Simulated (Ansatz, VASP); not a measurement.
ZnCd2Se3 in VASP and in Ansatz

```
Zn Cd Se
1.0
     4.26471    0.00000    0.00000
    -2.13235    3.69335    0.00000
     0.00000    0.00000   10.52057
Zn Cd Se
1 2 3
Direct
  0.00000 0.00000 0.66740
  0.33333 0.66667 0.99073
  0.66667 0.33333 0.33861
  0.33333 0.66667 0.73636
  0.00000 0.00000 0.43180
  0.66667 0.33333 0.08510
```

Alike in both runs: functional PBE; k mesh 12 × 12 × 4; occupations gaussian, width 0.02 eV; no spin polarisation.

Ansatz relaxed the structure, and its values are those at the end. VASP's run is a single point on that final structure, the one shown.

|  | VASP | Ansatz |
| --- | --- | --- |
| version | VASP 6.6.1 | Ansatz 0.2.0 |
| potentials or method | VASP PAW PBE potentials, release 64 (Zn, Cd, Se), cutoff 520 eV | scalar-relativistic, plane waves, PAW |
| valence electrons in the cell | 54 | 100 |

|  | VASP | Ansatz | Ansatz less VASP |
| --- | --- | --- | --- |
| gap on the k mesh at the Fermi level (eV) | 0.55 | 0.55 | +0.002 |
| least direct gap on the mesh (eV) | 0.55 | 0.55 | +0.002 |
| pressure (GPa) | 0.2 | 0.0 | -0.25 |
| rms of the force components (eV/Å) | 0.006 | 0.003 | -0.0035 |

VASP's potentials hold 54 valence electrons a cell and Ansatz's 100, so a difference there can come from the potentials and not from the codes.
